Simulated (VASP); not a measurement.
A run of VASP 6.6.1:

File INCAR:

```
  PREC = Accurate
  ENCUT = 520
  EDIFF = 1E-7
  ISMEAR = 0
  SIGMA = 0.02
  LREAL = F
  LASPH = T
  NELM = 100
  ALGO = Normal
  ISIF = 2
  LWAVE = F
  LCHARG = F
  GGA = PS
  NBANDS = 28
```

The input KPOINTS:

```
Automatic mesh
0
Gamma
  8 6 8
```

Contents of POSCAR:

```
SnO
1.0
    3.3229655731      0.0000000000      0.0000000000
    0.0000000000      5.7574841428      0.0000000000
    0.0000000000      0.0000000000      3.9656271028
Sn O
2 2
Direct
    0.0000000000      0.2305214686      0.5217671741
    0.5000000000      0.7694785314      0.0217671741
    0.0000000000      0.8889839705      0.7282338259
    0.5000000000      0.1110160295      0.2282338259
```

Potentials or basis: VASP PAW PBE potentials, release 64 (Sn_d, O).

The run is started by

```console
$ cat potpaw_PBE.64/Sn_d/POTCAR potpaw_PBE.64/O/POTCAR > POTCAR
$ mpirun -np 1 vasp_std > vasp.out
```

Hardware: 1 thread of Intel(R) Xeon(R) 6975P-C (Granite Rapids) (shared host).

Q: Estimate the wall time of this run.

A: It took 81 s on 1 thread of Intel(R) Xeon(R) 6975P-C (Granite Rapids), on a shared host, peak memory 0.31 GiB. Counts: scf iterations 15, k points 100.
